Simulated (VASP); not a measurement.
Runs of VASP 6.6.1 on W. The structure is that of space group Fm-3m (No. 225), or close to it. The cells are those of the table. This isn't the form of W at room conditions, which is bcc.

| level | potentials or basis | spin | U | cell | k mesh | cutoff (eV) | smearing | grid for exact exchange (PRECFOCK) | share of exact exchange | screening parameter | gap on the mesh (eV) | pressure (GPa) | moment (μB) |
| --- | --- | --- | --- | --- | --- | --- | --- | --- | --- | --- | --- | --- | --- |
| BLYP+D3(BJ) | VASP PAW PBE potentials, release 64 (W_sv) | off | - | a = 2.665 Å, angles 60.0°, 1 atom | 11 × 11 × 11 | 520 | methfessel-paxton 0.05 eV | - | - | - | none | 81.2 | - |
| HSE06 | VASP PAW PBE potentials, release 64 (W_sv) | off | - | a = 2.909 Å, angles 60.0°, 1 atom | 6 × 6 × 6 | 520 | fermi-dirac 0.05 eV | Normal | 0.25 | 0.2079 1/Å | none | -19.6 | - |
| HSE06 | VASP PAW PBE potentials, release 64 (W_sv) | off | - | a = 2.832 Å, angles 60.0°, 1 atom | 6 × 6 × 6 | 520 | fermi-dirac 0.05 eV | Normal | 0.25 | 0.2079 1/Å | none | 3.1 | - |
| LDA+U | VASP PAW LDA potentials, release 64 (W_sv) | non-collinear, zero start, SOC | W d U = 8.0 eV | a = 2.832 Å, angles 60.0°, 1 atom | 11 × 11 × 11 | 520 | methfessel-paxton 0.01 eV | - | - | - | - | (a) | 0.00 |
| HSE06 | VASP PAW PBE potentials, release 64 (W_sv) | off | - | a = 2.927 Å, angles 60.0°, 1 atom | 6 × 6 × 6 | 520 | fermi-dirac 0.05 eV | Normal | 0.25 | 0.2079 1/Å | none | (c) | - |
| HSE06 | VASP PAW PBE potentials, release 64 (W_sv) | off | - | a = 2.812 Å, angles 60.0°, 1 atom | 6 × 6 × 6 | 520 | fermi-dirac 0.05 eV | Normal | 0.25 | 0.2079 1/Å | none | 10.5 | - |
| PBE0 | VASP PAW PBE potentials, release 64 (W_sv) | off | - | a = 2.812 Å, angles 60.0°, 1 atom | 6 × 6 × 6 | 520 | fermi-dirac 0.05 eV | Normal | 0.25 | - | none | (b) | - |
| LDA | VASP PAW LDA potentials, release 64 (W_sv) | non-collinear, zero start, SOC | - | a = 2.871 Å, angles 60.0°, 1 atom | 11 × 11 × 11 | 500 | tetrahedron | - | - | - | - | -14.8 | 0.00 |
| LDA+U | VASP PAW LDA potentials, release 64 (W_sv) | non-collinear, zero start, SOC | W d U = 8.0 eV | a = 2.909 Å, angles 60.0°, 1 atom | 11 × 11 × 11 | 520 | methfessel-paxton 0.01 eV | - | - | - | - | 7.2 | 0.00 |

**Question.** Estimate the missing entries.

**Answer.** (a) 31.7; (b) 4.5; (c) -23.8.

Caveats: some runs use coarse meshes; the PAW data sets were made with another functional, which shifts forces and pressure a little (at least some runs); spin-orbit coupling is left out, which moves the levels of the heavy elements (at least some runs); the cell stands under pressure (at least some runs); the U is typed as a test and isn't derived for this compound (at least some runs); the cell stands under tension (at least some runs).

A k mesh can miss the band edges, and rows without SOC leave out spin-orbit coupling on W.

A gap of «none» marks levels without a gap at the run's occupations.
